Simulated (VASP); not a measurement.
# CSiH6 in VASP: a series of runs

The runs below take CSiH6 through single point, relaxation of the atoms, with PBE+D3(BJ).

All numbers are computed with VASP 6.6.1; they aren't measurements. Logs are shortened: lines on timing, memory, paths and dates and some standing lists are left out, and cuts for length are marked.

### 1 The cell of the first run

The cell holds a molecule in a box, 8 atoms: a = 14.000 Å, b = 14.500 Å, c = 15.000 Å, α = 90.00°, β = 90.00°, γ = 90.00°.

### 2 Single point, PBE+D3(BJ)

Input file INCAR:

```
SYSTEM = SiH6C
PREC = Accurate ; ENCUT = 520
EDIFF = 1E-6 ; ISMEAR = 0
SIGMA = 0.005 ; LREAL = .False.
LASPH = .True. ; NELM = 60
ALGO = Normal ; ISIF = 2
LWAVE = .False. ; LCHARG = .True.
GGA = PE ; IVDW = 12
LELF = .True. ; LVHAR = .True.
ISYM = 0 ; NBANDS = 17
```

Input file KPOINTS:

```
Automatic mesh
0
Gamma
  1 1 1
  0 0 0
```

Input file POSCAR:

```
SiH6C
1.0
   14.0000000000      0.0000000000      0.0000000000
    0.0000000000     14.5000000000      0.0000000000
    0.0000000000      0.0000000000     15.0000000000
C Si H
1 1 6
Direct
    0.4272552431      0.4799611672      0.4898234953
    0.5604209949      0.4959381623      0.4873054146
    0.3940858815      0.5272178287      0.5379011086
    0.4086495063      0.4091722929      0.5091258746
    0.3959490480      0.4935293872      0.4240138049
    0.5856032905      0.5923727207      0.4608896984
    0.6054754329      0.4314263926      0.4218616938
    0.6029013517      0.4775417432      0.5770380921
```

Potentials or basis: VASP PAW PBE potentials, release 64 (C, Si, H).

Launch:

```sh
cat potpaw_PBE.64/C/POTCAR potpaw_PBE.64/Si/POTCAR potpaw_PBE.64/H/POTCAR > POTCAR
mpirun -np 1 vasp_gam > vasp.out
```

OUTCAR:

```text
SYSTEM = SiH6C
   PREC = Accurate
   ENCUT = 520
   EDIFF = 1E-6
   ISMEAR = 0
   LREAL = .False.
   LASPH = .True.
   NELM = 60
   ISIF = 2
   GGA = PE
   IVDW = 12
   ISYM = 0
 IVDW          = 12

 ion  position               nearest neighbor table
   1  0.427  0.480  0.490-   3 1.10   4 1.10   5 1.10   2 1.88
   2  0.560  0.496  0.487-   7 1.50   6 1.50   8 1.50   1 1.88
   3  0.394  0.527  0.538-   1 1.10
   4  0.409  0.409  0.509-   1 1.10
   5  0.396  0.494  0.424-   1 1.10
   6  0.586  0.592  0.461-   2 1.50
   7  0.605  0.431  0.422-   2 1.50
   8  0.603  0.478  0.577-   2 1.50

IMPORTANT INFORMATION: All symmetrisations will be switched off!
NOSYMM: (Re-)initialisation of all symmetry stuff for point group C_1.

----------------------------------------------------------------------------------------

                                     Primitive cell

  volume of cell :    3045.0000

  direct lattice vectors                    reciprocal lattice vectors
    14.000000000  0.000000000  0.000000000     0.071428571  0.000000000  0.000000000
     0.000000000 14.500000000  0.000000000     0.000000000  0.068965517  0.000000000
     0.000000000  0.000000000 15.000000000     0.000000000  0.000000000  0.066666667

  length of vectors
    14.000000000 14.500000000 15.000000000     0.071428571  0.068965517  0.066666667

  position of ions in fractional coordinates (direct lattice)
     0.427255243  0.479961167  0.489823495
     0.560420995  0.495938162  0.487305415
     0.394085881  0.527217829  0.537901109
     0.408649506  0.409172293  0.509125875
     0.395949048  0.493529387  0.424013805
     0.585603291  0.592372721  0.460889698
     0.605475433  0.431426393  0.421861694
     0.602901352  0.477541743  0.577038092

  ion indices of the primitive-cell ions
   primitive index   ion index
                 1           1
                 2           2
                 3           3
                 4           4
                 5           5
                 6           6
                 7           7
                 8           8

----------------------------------------------------------------------------------------

 KPOINTS: Automatic mesh

Automatic generation of k-mesh.
 Grid dimensions read from file:
 generate k-points for:    1    1    1

 Generating k-lattice:

  Cartesian coordinates                     Fractional coordinates (reciprocal lattice)
     0.071428571  0.000000000  0.000000000     1.000000000  0.000000000  0.000000000
     0.000000000  0.068965517  0.000000000     0.000000000  1.000000000  0.000000000
     0.000000000  0.000000000  0.066666667     0.000000000  0.000000000  1.000000000

  Length of vectors
     0.071428571  0.068965517  0.066666667

  Shift w.r.t. Gamma in fractional coordinates (k-lattice)
     0.000000000  0.000000000  0.000000000

 Subroutine IBZKPT returns following result:
 ===========================================

 Found      1 irreducible k-points:

 Following reciprocal coordinates:
            Coordinates               Weight
  0.000000  0.000000  0.000000      1.000000
   k-points           NKPTS =      1   k-points in BZ     NKDIM =      1   number of bands    NBANDS=     17
   number of dos      NEDOS =    301   number of ions     NIONS =      8
   total plane-waves  NPLWV = ******
   dimension x,y,z NGX =   108 NGY =  108 NGZ =  112
   dimension x,y,z NGXF=   216 NGYF=  216 NGZF=  224
   ions per type =               1   1   6
   NGX,Y,Z   is equivalent  to a cutoff of  12.82, 12.38, 12.41 a.u.
   NGXF,Y,Z  is equivalent  to a cutoff of  25.65, 24.76, 24.83 a.u.
 SYSTEM =  SiH6C
   PREC   = accura    normal or accurate (medium, high low for compatibility)
   ISTART =      0    job   : 0-new  1-cont  2-samecut
   ICHARG =      2    charge: 1-file 2-atom 10-const
   ISPIN  =      1    spin polarized calculation?
   LNONCOLLINEAR =      F non collinear calculations
   LSORBIT =      F    spin-orbit coupling
   LASPH  =      T    aspherical Exc in radial PAW
   ENCUT  =  520.0 eV  38.22 Ry    6.18 a.u.  26.03 26.96 27.89*2*pi/ulx,y,z
   NELM   =     60;   NELMIN=  2; NELMDL= -5     # of ELM steps
   EDIFF  = 0.1E-05   stopping-criterion for ELM
   LREAL  =      F    real-space projection
   EDIFFG = 0.1E-04   stopping-criterion for IOM
   NSW    =      0    number of steps for IOM
   IBRION =     -1    ionic relax: 0-MD 1-quasi-New 2-CG
   NFREE  =      0    steps in history (QN), initial steepest desc. (CG)
   ISIF   =      2    stress and relaxation
   ISYM   =      0    0-nonsym 1-usesym 2-fastsym
   POTIM  = 0.5000    time-step for ionic-motion
   TEBEG  =    0.0;   TEEND  =   0.0 temperature during run
   PSTRESS=    0.0 pullay stress
   NELECT =      14.0000    total number of electrons
   NUPDOWN=      -1.0000    fix difference up-down
   EMIN   =  10.00;   EMAX   =-10.00  energy-range for DOS
   EFERMI =   0.00;   METHOD = LEGACY
   ISMEAR =     0;   SIGMA  =   0.01  broadening in eV -4-tet -1-fermi 0-gaus
   EFERMI_NEDOS =   21; number of points for ismear=-14 and -15
   IALGO  =     38    algorithm
   IMIX   =      4    mixing-type and parameters
     AMIX     =   0.40;   BMIX     =  1.00
     AMIX_MAG =   1.60;   BMIX_MAG =  1.00
  volume/ion in A,a.u.               =     380.62      2568.58
  Fermi-wavevector in a.u.,A,eV,Ry     =   0.272221  0.514423  1.008250  0.074104
  Thomas-Fermi vector in A             =   1.112538
   LORBIT       =      0    0 simple, 1 ext, 2 COOP (PROOUT), +10 PAW based schemes
   GGA     = PE    functional components
   LHFCALC =     F    Hartree Fock is set to
   AEXX    =    0.0000 exact exchange contribution
   IVDW    =    12    specifies the selected vdW correction
   LEPSILON=     F    determine dielectric tensor
   LRPA    =     F    only Hartree local field effects (RPA)
 non-spin polarized calculation
 Gauss-broadening in eV      SIGMA  =   0.01
  energy-cutoff  :      520.00
  volume of cell :     3045.00
 maximum number of plane-waves:     40942
 NGX is ok and might be reduce to   108
   NGX = 53   NGY = 53   NGZ = 55

 number of electron      13.9999999 magnetization

 Free energy of the ion-electron system (eV)
  ---------------------------------------------------
  ext. energy  EPLUGINS =         0.00000000
  ---------------------------------------------------
  free energy    TOTEN  =       -35.89011854 eV

  energy without entropy =      -35.89011854  energy(sigma->0) =      -35.89011854

 E-fermi :  -7.7157     XC(G=0):  -0.4358

 val. band max:       -7.7819173153   @ k =   0.0000   0.0000   0.0000
 cond. band min:      -0.5818390292   @ k =   0.0000   0.0000   0.0000
 fundamental gap:      7.2000782860
 Fermi energy:        -7.7157304437

 k-point     1 :       0.0000    0.0000    0.0000
  band No.  band energies     occupation
      1     -17.2010      2.00000
      2     -12.5862      2.00000
      3      -9.9220      2.00000
      4      -9.9220      2.00000
      5      -7.8712      2.00000
      6      -7.8712      2.00000
[... 9 lines left out ...]
     16       0.8787      0.00000
     17       0.9382      0.00000

------------------------ aborting loop because EDIFF is reached ----------------------------------------

 Edisp (eV)   -0.11399

 E8    (eV) :    -0.0354

  FORCE on cell =-STRESS in cart. coord.  units (eV):
  Direction    XX          YY          ZZ          XY          YZ          ZX
  --------------------------------------------------------------------------------------
  -------------------------------------------------------------------------------------
  Total      -0.08733    -0.08208    -0.08173    -0.00061     0.00024     0.00023
  in kB      -0.04595    -0.04319    -0.04300    -0.00032     0.00013     0.00012
  external pressure =       -0.04 kB  Pullay stress =        0.00 kB

 VOLUME and BASIS-vectors are now :
 -----------------------------------------------------------------------------
  energy-cutoff  :      520.00
  volume of cell :     3045.00
      direct lattice vectors                 reciprocal lattice vectors
    14.000000000  0.000000000  0.000000000     0.071428571  0.000000000  0.000000000
     0.000000000 14.500000000  0.000000000     0.000000000  0.068965517  0.000000000
     0.000000000  0.000000000 15.000000000     0.000000000  0.000000000  0.066666667

 POSITION                                       TOTAL-FORCE (eV/Angst)
 -----------------------------------------------------------------------------------
      5.98157      6.95944      7.34735         0.021221      0.002673     -0.000569
      7.84589      7.19110      7.30958         0.015151      0.001697     -0.000233
      5.51720      7.64466      8.06852        -0.008970      0.015201      0.015749
      5.72109      5.93300      7.63689        -0.004379     -0.022112      0.006366
      5.54329      7.15618      6.36021        -0.008374      0.004223     -0.021681
      8.19845      8.58940      6.91335        -0.003296     -0.012893      0.003843
      8.47666      6.25568      6.32793        -0.005896      0.008724      0.008857
      8.44062      6.92436      8.65557        -0.005456      0.002486     -0.012332
 -----------------------------------------------------------------------------------
    total drift:                                0.000127      0.000165      0.000374

  FREE ENERGIE OF THE ION-ELECTRON SYSTEM (eV)
  ---------------------------------------------------
  free  energy   TOTEN  =       -36.0041050220 eV

  energy  without entropy=      -36.0041050220  energy(sigma->0) =      -36.00410502
```

Run time: 2.9 min. Hardware: 1 thread of Intel Xeon 6975P-C (Granite Rapids), shared host; peak memory 1.9 GiB.

Results:

| Property | Result |
| --- | --- |
| Free energy | -36.0041 eV |
| Largest force | 0.024 eV/Å |
| Gap between the frontier levels | 7.20 eV |
| Dispersion energy per atom | -0.014 eV |

Forces on the atoms (eV/Å):
```
C    0.021  0.003 -0.001
Si   0.015  0.002  0.000
H   -0.009  0.015  0.016
H   -0.004 -0.022  0.006
H   -0.008  0.004 -0.022
H   -0.003 -0.013  0.004
H   -0.006  0.009  0.009
H   -0.005  0.002 -0.012
```

### 3 Relaxation of the atoms, PBE+D3(BJ)

Input file INCAR:

```
ALGO     = Normal         # electronic algorithm
EDIFF    = 1E-7           # SCF threshold, eV
EDIFFG   = -0.01          # ionic threshold
ENCUT    = 520            # plane-wave cutoff, eV
GGA      = PE             # functional
IBRION   = 2              # ionic algorithm
ISIF     = 2              # what is computed and relaxed
ISMEAR   = 0              # smearing method
ISYM     = 0            
IVDW     = 12             # dispersion correction
LASPH    = T              # aspherical terms in the spheres
LCHARG   = F              # write CHGCAR
LREAL    = F              # projectors in reciprocal space
LWAVE    = F              # write WAVECAR
NELM     = 60             # most SCF steps
NSW      = 100            # ionic steps
PREC     = Accurate       # precision mode
SIGMA    = 0.005          # smearing width, eV
```

Input file KPOINTS:

```
k-points
0
Gamma
  1 1 1
```

Input file POSCAR:

```
SiH6C
1.0
   14.0000000000      0.0000000000      0.0000000000
    0.0000000000     14.5000000000      0.0000000000
    0.0000000000      0.0000000000     15.0000000000
C Si H
1 1 6
Direct
    0.4292046264      0.4796516197      0.4896307152
    0.5595979378      0.4962410555      0.4863902034
    0.3974432848      0.5281624509      0.5389549302
    0.4107060309      0.4092372835      0.5083475888
    0.3982658278      0.4937954796      0.4234629748
    0.5822701822      0.5907627165      0.4611727700
    0.6025567152      0.4315913409      0.4225520270
    0.6002961437      0.4777177483      0.5774479730
```

Potentials or basis: VASP PAW PBE potentials, release 64 (C, Si, H).

Launch:

```sh
cat potpaw_PBE.64/C/POTCAR potpaw_PBE.64/Si/POTCAR potpaw_PBE.64/H/POTCAR > POTCAR
mpirun -np 1 vasp_gam > vasp.out
```

OUTCAR:

```text
EDIFF = 1E-7
   EDIFFG = -0.01
   ENCUT = 520
   GGA = PE
   IBRION = 2
   ISIF = 2
   ISMEAR = 0
   ISYM = 0
   IVDW = 12
   LASPH = T
   LREAL = F
   NELM = 60
   NSW = 100
   PREC = Accurate
 IVDW          = 12

 ion  position               nearest neighbor table
   1  0.429  0.480  0.490-   4 1.09   5 1.10   3 1.11   2 1.84
   2  0.560  0.496  0.486-   6 1.46   7 1.47   8 1.50   1 1.84
   3  0.397  0.528  0.539-   1 1.11
   4  0.411  0.409  0.508-   1 1.09
   5  0.398  0.494  0.423-   1 1.10
   6  0.582  0.591  0.461-   2 1.46
   7  0.603  0.432  0.423-   2 1.47
   8  0.600  0.478  0.577-   2 1.50

IMPORTANT INFORMATION: All symmetrisations will be switched off!
NOSYMM: (Re-)initialisation of all symmetry stuff for point group C_1.

----------------------------------------------------------------------------------------

                                     Primitive cell

  volume of cell :    3045.0000

  direct lattice vectors                    reciprocal lattice vectors
    14.000000000  0.000000000  0.000000000     0.071428571  0.000000000  0.000000000
     0.000000000 14.500000000  0.000000000     0.000000000  0.068965517  0.000000000
     0.000000000  0.000000000 15.000000000     0.000000000  0.000000000  0.066666667

  length of vectors
    14.000000000 14.500000000 15.000000000     0.071428571  0.068965517  0.066666667

  position of ions in fractional coordinates (direct lattice)
[... 113 lines left out ...]
  ext. energy  EPLUGINS =         0.00000000
  ---------------------------------------------------
  free energy    TOTEN  =       -35.84379896 eV

  energy without entropy =      -35.84379896  energy(sigma->0) =      -35.84379896

------------------------ aborting loop because EDIFF is reached ----------------------------------------

 Edisp (eV)   -0.11521

 E8    (eV) :    -0.0357
[... 123 lines left out ...]
  FREE ENERGIE OF THE ION-ELECTRON SYSTEM (eV)
  ---------------------------------------------------
  free  energy   TOTEN  =       -35.9848028394 eV

  energy  without entropy=      -35.9848028394  energy(sigma->0) =      -35.98480284

[... ionic steps 4 to 15 ...]

--------------------------------------- Ionic step       16  -------------------------------------------

 number of electron      13.9999999 magnetization

------------------------ aborting loop because EDIFF is reached ----------------------------------------
[... 87 lines left out ...]
--------------------------------------- Ionic step       18  -------------------------------------------

 number of electron      13.9999999 magnetization

 Free energy of the ion-electron system (eV)
  ---------------------------------------------------
  ext. energy  EPLUGINS =         0.00000000
  ---------------------------------------------------
  free energy    TOTEN  =       -35.89013495 eV

  energy without entropy =      -35.89013495  energy(sigma->0) =      -35.89013495

 E-fermi :  -7.7425     XC(G=0):  -0.4190

 val. band max:       -7.7821945774   @ k =   0.0000   0.0000   0.0000
 cond. band min:      -0.5801790672   @ k =   0.0000   0.0000   0.0000
 fundamental gap:      7.2020155102
 Fermi energy:        -7.7424584013

 k-point     1 :       0.0000    0.0000    0.0000
  band No.  band energies     occupation
      1     -17.1956      2.00000
      2     -12.5887      2.00000
      3      -9.9194      2.00000
      4      -9.9172      2.00000
      5      -7.8727      2.00000
      6      -7.8723      2.00000
      7      -7.7822      2.00000
      8      -0.5802      0.00000
      9      -0.0513      0.00000
     10       0.3428      0.00000
     11       0.3660      0.00000
     12       0.3889      0.00000
[... 37 lines left out ...]
  FREE ENERGIE OF THE ION-ELECTRON SYSTEM (eV)
  ---------------------------------------------------
  free  energy   TOTEN  =       -36.0041110778 eV

  energy  without entropy=      -36.0041110778  energy(sigma->0) =      -36.00411108

 reached required accuracy - stopping structural energy minimisation
```

OSZICAR:

```text
N       E                     dE             d eps       ncg     rms          rms(c)
DAV:   1     0.132763046965E+03    0.13276E+03   -0.26533E+03    24   0.596E+02
DAV:   2     0.180780506871E+02   -0.11468E+03   -0.11303E+03    40   0.765E+01
DAV:   3    -0.372760377293E+02   -0.55354E+02   -0.55266E+02    40   0.966E+01
DAV:   4    -0.401816502867E+02   -0.29056E+01   -0.28998E+01    32   0.316E+01
[... 234 lines left out ...]
       N       E                     dE             d eps       ncg     rms          rms(c)
DAV:   1    -0.358901347397E+02   -0.74138E-05   -0.42690E-04    28   0.172E-01    0.533E-03
DAV:   2    -0.358901351656E+02   -0.42587E-06   -0.92553E-06    28   0.235E-02    0.352E-03
DAV:   3    -0.358901349638E+02    0.20174E-06   -0.52474E-07    36   0.567E-03    0.171E-03
DAV:   4    -0.358901349515E+02    0.12322E-07   -0.20155E-07    28   0.349E-03
  18 F= -.36004111E+02 E0= -.36004111E+02  d E =-.599519E-05
```

CONTCAR:

```text
SiH6C
   1.00000000000000
    14.0000000000000000    0.0000000000000000    0.0000000000000000
     0.0000000000000000   14.5000000000000000    0.0000000000000000
     0.0000000000000000    0.0000000000000000   15.0000000000000000
  C               Si              H
     1     1     6
Direct
     0.4272473930260765    0.4799252924019849    0.4898233106341618
     0.5604490080139446    0.4958624988911893    0.4872687271404211
     0.3942333131063105    0.5270683827083253    0.5381682271643542
     0.4084477176132171    0.4090503049053684    0.5088775058687751
     0.3958775493712380    0.4939064787173802    0.4240735943662577
     0.5854253781735960    0.5922303236679163    0.4606818870582148
     0.6057767181312128    0.4313371710124430    0.4220709951000990
     0.6028836713644082    0.4777792425953949    0.5769949350677155

  0.00000000E+00  0.00000000E+00  0.00000000E+00
  0.00000000E+00  0.00000000E+00  0.00000000E+00
  0.00000000E+00  0.00000000E+00  0.00000000E+00
  0.00000000E+00  0.00000000E+00  0.00000000E+00
  0.00000000E+00  0.00000000E+00  0.00000000E+00
  0.00000000E+00  0.00000000E+00  0.00000000E+00
  0.00000000E+00  0.00000000E+00  0.00000000E+00
  0.00000000E+00  0.00000000E+00  0.00000000E+00
```

Wall time 24 min (1 thread of Intel Xeon 6975P-C (Granite Rapids), shared host); peak memory 1.9 GiB.

What came out:

```yaml
Free_energy: -36.0041 eV
Energy_gained_by_relaxing: 5.6 meV/atom
Ionic_steps: 18
Largest_force_after_relaxing: 0.009 eV/Å
Gap_between_the_frontier_levels: 7.20 eV
Dispersion_energy_per_atom: -0.014 eV
```

Forces on the atoms (eV/Å):
```
C    0.006 -0.007  0.001
Si  -0.004  0.002 -0.001
H   -0.001  0.003  0.001
H    0.004  0.003 -0.002
H   -0.002 -0.002 -0.003
H    0.002  0.001  0.000
H   -0.008  0.000 -0.001
H    0.001 -0.001  0.006
```

The path:
```
step  energy change (eV)  largest force (eV/Å)  pressure (GPa)
   1              0.0000                0.8356            0.04
   2              0.0151                1.7856            0.03
   3             -0.0258                0.3755            0.03
   4             -0.0322                0.4273            0.01
   5             -0.0330                0.2543            0.02
   6             -0.0387                0.1149           -0.01
   7             -0.0388                0.1287           -0.01
   8             -0.0414                0.1279           -0.01
   9             -0.0416                0.1838           -0.01
  10             -0.0436                0.1212           -0.01
  11             -0.0441                0.0916           -0.01
  12             -0.0446                0.0920            0.00
  13             -0.0446                0.1131            0.00
  14             -0.0450                0.0612            0.00
  15             -0.0450                0.0580            0.00
  16             -0.0451                0.0127            0.00
  17             -0.0451                0.0122            0.00
  18             -0.0451                0.0089            0.00
```

Final structure:
```yaml
crystal:
  lattice:
    - [14.00000, 0.00000, 0.00000]
    - [0.00000, 14.50000, 0.00000]
    - [0.00000, 0.00000, 15.00000]
  atoms:
    - { symbol: C, position: [0.42725, 0.47993, 0.48982] }
    - { symbol: Si, position: [0.56045, 0.49586, 0.48727] }
    - { symbol: H, position: [0.39423, 0.52707, 0.53817] }
    - { symbol: H, position: [0.40845, 0.40905, 0.50888] }
    - { symbol: H, position: [0.39588, 0.49391, 0.42407] }
    - { symbol: H, position: [0.58543, 0.59223, 0.46068] }
    - { symbol: H, position: [0.60578, 0.43134, 0.42207] }
    - { symbol: H, position: [0.60288, 0.47778, 0.57699] }
```
